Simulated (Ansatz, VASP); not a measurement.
# One calculation of InSb, two programs

File INCAR:

```
SYSTEM = InSb
ALGO = Normal
EDIFF = 1E-6
ENCUT = 520
GGA = PE
ISIF = 2
ISMEAR = 0
LASPH = .True.
LCHARG = .False.
LREAL = .False.
LWAVE = .False.
NBANDS = 26
NELM = 60
PREC = Accurate
SIGMA = 0.1
```

Contents of KPOINTS:

```
k-points
0
Gamma
  6 6 4
  0 0 0
```

POSCAR

```
InSb
1.0
    3.0633140000     -3.0813730000      0.0000000000
    3.0633140000      3.0813730000      0.0000000000
    0.0000000000      0.0000000000      6.1268940000
In Sb
2 2
Direct
    0.2794110000      0.7205890000      0.2500000000
    0.7205890000      0.2794110000      0.7500000000
    0.7772050000      0.2227950000      0.2500000000
    0.2227950000      0.7772050000      0.7500000000
```

Input for Ansatz:

```yaml
crystal:
  lattice:
    - [3.063314, -3.081373, 0.0]
    - [3.063314, 3.081373, 0.0]
    - [0.0, 0.0, 6.126894]
  atoms:
    - { symbol: In, position: [0.279411, 0.720589, 0.25] }
    - { symbol: In, position: [0.720589, 0.279411, 0.75] }
    - { symbol: Sb, position: [0.777205, 0.222795, 0.25] }
    - { symbol: Sb, position: [0.222795, 0.777205, 0.75] }
basis:
  ecutwfc: 420
kpoints:
  mp_grid: { grid: [6, 6, 4] }
hamiltonian:
  xc: pbe
scf:
  occupations: { method: gaussian, width: 0.1 }
output:
  forces: true
  stress: true
  eigenvalues: true
```

Alike in both runs: task single point; functional PBE; k mesh 6 × 6 × 4; occupations gaussian, width 0.1 eV; no spin polarisation.

|  | VASP | Ansatz |
| --- | --- | --- |
| version | VASP 6.6.1 | Ansatz 0.2.0 |
| potentials or method | VASP PAW PBE potentials, release 64 (In_d, Sb), cutoff 520 eV | scalar-relativistic, plane waves, PAW |
| valence electrons in the cell | 36 | 56 |

|  | VASP | Ansatz | Ansatz less VASP |
| --- | --- | --- | --- |
| gap on the k mesh at the Fermi level (eV) | none | none | - |
| pressure (GPa) | 0.2 | 0.2 | +0.02 |
| traceless stress, the component that is largest in VASP (GPa) | -0.34 | -0.34 | +0.002 |
| rms of the force components (eV/Å) | 0.032 | 0.033 | +0.0010 |

Atom by atom the forces differ by 0.001 eV/Å (rms over components). A gap of «none» marks a metal or a gap that the smearing closes. With one functional, cell and mesh, what is left measures potentials, basis and numerics. VASP's potentials hold 36 valence electrons a cell and Ansatz's 56, so a difference there can come from the potentials and not from the codes.

Neither program's run includes spin-orbit coupling.
